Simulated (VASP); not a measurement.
Set up this calculation in VASP 6.6.1, as the native input.

| Property | Result |
| --- | --- |
| Task | relaxation of cell and atoms |
| Functional | LDA |
| Potentials or basis | VASP PAW LDA potentials, release 64 (Mg_sv, La) |
| Cutoff | 840 eV |
| k mesh | 5 × 5 × 5 |
| Occupations | fermi-dirac, width 0.1 eV |
| Spin | no spin polarisation |
| Dipole correction | no |
| Further INCAR settings | ALGO = Normal; EDIFF = 1e-07; IBRION = 2; EDIFFG = -0.03; NSW = 80; ISIF = 3 |

The structure of La3Mg lies in POSCAR:

```
La3Mg
1.0
    0.0000000000      4.1200000000      4.1200000000
    4.1200000000      0.0000000000      4.1200000000
    4.1200000000      4.1200000000      0.0000000000
Mg La
1 3
Direct
    0.0000000000      0.0000000000      0.0000000000
    0.5000000000      0.5000000000      0.5000000000
    0.2500000000      0.2500000000      0.2500000000
    0.7500000000      0.7500000000      0.7500000000
```

The input as run:

INCAR

```
SYSTEM = La3Mg
PREC     = Accurate       ! precision mode
ENCUT    = 840            ! plane-wave cutoff, eV
EDIFF    = 1E-7           ! SCF threshold, eV
ISMEAR   = -1             ! smearing method
SIGMA    = 0.1            ! smearing width, eV
LREAL    = .FALSE.        ! projectors in reciprocal space
LASPH    = .TRUE.         ! aspherical terms in the spheres
NELM     = 200            ! most SCF steps
ALGO     = Normal         ! electronic algorithm
ISIF     = 3              ! what is computed and relaxed
LWAVE    = .FALSE.        ! write WAVECAR
LCHARG   = .FALSE.        ! write CHGCAR
GGA      = CA             ! functional
IBRION   = 2              ! ionic algorithm
NSW      = 80             ! ionic steps
EDIFFG   = -0.03          ! ionic threshold
GGA_COMPAT= .FALSE.      
NELMIN   = 4            
LMAXMIX  = 6              ! l up to which the mixer works
```

KPOINTS

```
regular mesh
0
G
  5 5 5
  0 0 0
```

Potentials or basis: VASP PAW LDA potentials, release 64 (Mg_sv, La).

Command:

```bash
$ cat potpaw_LDA.64/Mg_sv/POTCAR potpaw_LDA.64/La/POTCAR > POTCAR
$ mpirun -np 1 vasp_std > vasp.out
```

Results of the run:

The relaxed volume is 30.10 Å³/atom and the relaxed cell is a = 5.543 Å, b = 5.543 Å, c = 5.543 Å, α = 60.00°, β = 60.00°, γ = 60.00°. The space group after relaxing (to 0.1 Å) is Fm-3m (No. 225) and the energy gained by relaxing is 63.0 meV/atom. The ionic steps are 3. The pressure after relaxing is -0.1 GPa and the band gap on the k mesh is zero (an odd number of electrons rules out a gap without spin polarisation).

Caveat: spin-orbit coupling is left out, which moves the levels of the heavy elements.

It took 11 min on 1 thread of Intel(R) Xeon(R) Platinum 8259CL CPU @ 2.50GHz (Skylake/Cascade Lake), with other jobs on the host, peak memory 0.42 GiB.
